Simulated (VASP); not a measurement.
**Al6H: single point with PBE**

Slab: Al6H, a slab with vacuum.

```xyz
14
Lattice="5.7135 0.0000 0.0000 0.0000 5.7135 0.0000 0.0000 0.0000 22.1747" Properties=species:S:1:pos:R:3 pbc="T T T"
Al    1.4284    1.4284    4.0000
Al    1.4284    4.2851    4.0000
Al    4.2851    1.4284    4.0000
Al    4.2851    4.2851    4.0000
Al    0.0000    0.0000    6.0848
Al    0.0000    2.8568    6.0848
Al    2.8568    0.0000    6.0848
Al    2.8568    2.8568    6.0848
Al    1.4284    1.4284    8.1747
Al    1.4284    4.2851    8.1747
Al    4.2851    1.4284    8.1747
Al    4.2851    4.2851    8.1747
H     0.0000   -1.3250    9.2647
H     0.0000    1.3250    9.2647
```

```
Program                : VASP 6.6.1
Task                   : single point
Functional             : PBE
Potentials or basis    : VASP PAW PBE potentials, release 64 (Al, H)
Cutoff                 : 520 eV
k mesh                 : 5 × 5 × 1
Occupations            : gaussian, width 0.1 eV
Spin                   : no spin polarisation
Dipole correction      : yes
Further INCAR settings : ALGO = Normal; EDIFF = 1e-06; NBANDS = 32
```

```yaml
Largest_force: 0.262 eV/Å
Band_gap_on_the_k_mesh: zero (band 19 reaches -0.18 eV, above the bottom of band 20 at -1.18 eV)
Work_function_of_the_upper_face: 4.20 eV
Work_function_of_the_lower_face: 4.24 eV
```

Forces on the atoms (eV/Å):
```
Al  -0.055 -0.020 -0.001
Al  -0.055  0.020 -0.001
Al   0.055 -0.020 -0.001
Al   0.055  0.020 -0.001
Al   0.000  0.000  0.199
Al   0.000  0.000  0.248
Al   0.000  0.000 -0.086
Al   0.000  0.000 -0.126
Al   0.254  0.044 -0.051
Al   0.254 -0.044 -0.051
Al  -0.254  0.044 -0.051
Al  -0.254 -0.044 -0.051
H    0.000 -0.054 -0.011
H    0.000  0.054 -0.011
```

Levels at points of the mesh, in eV from the Fermi level:
| k point | band 16 | band 17 | band 18 | band 19 | band 20 | band 21 | band 22 | band 23 |
| --- | --- | --- | --- | --- | --- | --- | --- | --- |
| (0.00, 0.00, 0.00) | -1.08 | -0.96 | -0.89 | -0.54 | -0.44 | -0.26 | -0.16 | 0.81 |

It took 4.8 min on 1 thread of Intel(R) Xeon(R) Platinum 8488C (Sapphire Rapids) (shared host), peak memory 0.67 GiB.
